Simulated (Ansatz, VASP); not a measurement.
**BaTiO3: VASP beside Ansatz**

```xyz
5
Lattice="3.9256 0.0000 0.0000 0.0000 3.9256 0.0000 0.0000 0.0000 4.3279" Properties=species:S:1:pos:R:3 pbc="T T T"
Ba    0.0000    0.0000    4.2687
Ti    1.9628    1.9628    2.0301
O     1.9628    1.9628    0.1638
O     1.9628    0.0000    2.2391
O     0.0000    1.9628    2.2391
```

Change from the starting cell: strain -0.015 along x and y, +0.030 along z, atoms carried along.

Alike in both runs: task single point; functional PBE; k mesh 8 × 8 × 6; occupations gaussian, width 0.05 eV; no spin polarisation.

|  | VASP | Ansatz |
| --- | --- | --- |
| version | VASP 6.6.1 | Ansatz 0.2.0 |
| potentials or method | VASP PAW PBE potentials, release 64 (Ba_sv, Ti_sv, O), cutoff 520 eV | scalar-relativistic, plane waves, PAW |
| valence electrons in the cell | 40 | 40 |

VASP gave:

```
gap on the k mesh at the Fermi level (eV)                     : 1.77
least direct gap on the mesh (eV)                             : 2.42
pressure (GPa)                                                : 2.2
traceless stress, the component that is largest in VASP (GPa) : -5.02
rms of the force components (eV/Å)                            : 0.224
```

Question: Estimate Ansatz's values.

Answer: gap on the k mesh at the Fermi level (eV): 1.82; least direct gap on the mesh (eV): 2.45; pressure (GPa): 0.7; traceless stress, the component that is largest in VASP (GPa): -4.85; rms of the force components (eV/Å): 0.243.

Atom by atom the forces differ by 0.022 eV/Å (rms over components).

Neither program's run includes spin-orbit coupling.
